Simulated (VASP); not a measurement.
Crystal: W.

```xyz
1
Lattice="-1.5823 1.5823 1.5823 1.5823 -1.5823 1.5823 1.5823 1.5823 -1.5823" Properties=species:S:1:pos:R:3 pbc="T T T"
W     0.0000    0.0000    0.0000
```

* Program: VASP 6.6.1
* Task: relaxation of cell and atoms
* Functional: RPBE
* Potentials or basis: VASP PAW PBE potentials, release 64 (W_sv)
* Cutoff: 600 eV
* k mesh: 14 × 14 × 14
* Occupations: fermi-dirac, width 0.1 eV
* Spin: no spin polarisation

At the start: pressure 10.3 GPa; volume 15.85 Å³/atom.

Problem. Where does the relaxation end?

Solution. Over 4 steps the energy falls by 16.4 meV/atom and the volume is 16.37 Å³/atom (+3.3 %); space group Im-3m (No. 229, to 0.05 Å).

Step by step:
| step | energy change (eV) | largest force (eV/Å) | pressure (GPa) | volume (Å³) |
| --- | --- | --- | --- | --- |
| 1 | 0.0000 | 0.0000 | 10.28 | 15.85 |
| 2 | 0.1546 | 0.0000 | -25.84 | 18.30 |
| 3 | -0.0164 | 0.0000 | -0.44 | 16.40 |
| 4 | -0.0164 | 0.0000 | -0.03 | 16.37 |

Final structure:
```cif
data_structure
_symmetry_space_group_name_H-M 'P 1'
_symmetry_Int_Tables_number 1
_cell_length_a 2.7708
_cell_length_b 2.7708
_cell_length_c 2.7708
_cell_angle_alpha 109.471
_cell_angle_beta 109.471
_cell_angle_gamma 109.471
_cell_volume 16.37
loop_
_atom_site_label
_atom_site_type_symbol
_atom_site_fract_x
_atom_site_fract_y
_atom_site_fract_z
_atom_site_occupancy
W1 W 0.00000 0.00000 0.00000 1
```

Caveat: the PAW data sets were made with another functional, which shifts forces and pressure a little.
